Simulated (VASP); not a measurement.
Ge:

```
Ge
1.0
     1.48805   -2.59469    0.00000
     1.48805    2.59469    0.00000
     0.00000    0.00000    4.72760
Ge
2
Direct
  0.33345 0.66655 0.25000
  0.66655 0.33345 0.75000
```

This isn't the form of Ge at room conditions, which is diamond.

* Program: VASP 6.6.1
* Task: relaxation of cell and atoms
* Functional: PBE
* Potentials or basis: VASP PAW PBE potentials, release 64 (Ge_d)
* Cutoff: 600 eV
* k mesh: 10 × 10 × 6
* Occupations: fermi-dirac, width 0.05 eV
* Spin: no spin polarisation

At the start: pressure 4.4 GPa; volume 18.25 Å³/atom.

**Question.** How do energy, volume and symmetry change on relaxing?

**Answer.** Over 7 steps the energy falls by 16.1 meV/atom and the volume is 19.30 Å³/atom (+5.8 %); space group P6_3/mmc (No. 194, to 0.1 Å) before and after.

The path:
| step | energy change (eV) | largest force (eV/Å) | pressure (GPa) | volume (Å³) |
| --- | --- | --- | --- | --- |
| 1 | 0.0000 | 0.0009 | 4.41 | 36.51 |
| 2 | -0.0300 | 0.0003 | -0.84 | 39.23 |
| 3 | -0.0313 | 0.0001 | -0.26 | 38.76 |
| 4 | -0.0313 | 0.0001 | 0.04 | 38.69 |
| 5 | -0.0320 | 0.0008 | -0.06 | 38.65 |
| 6 | -0.0323 | 0.0015 | -0.11 | 38.62 |
| 7 | -0.0323 | 0.0016 | 0.01 | 38.61 |

Final structure:
```
Ge
1.0
     1.50321   -2.62721    0.00000
     1.50321    2.62721    0.00000
     0.00000    0.00000    4.88814
Ge
2
Direct
  0.33345 0.66655 0.25000
  0.66655 0.33345 0.75000
```
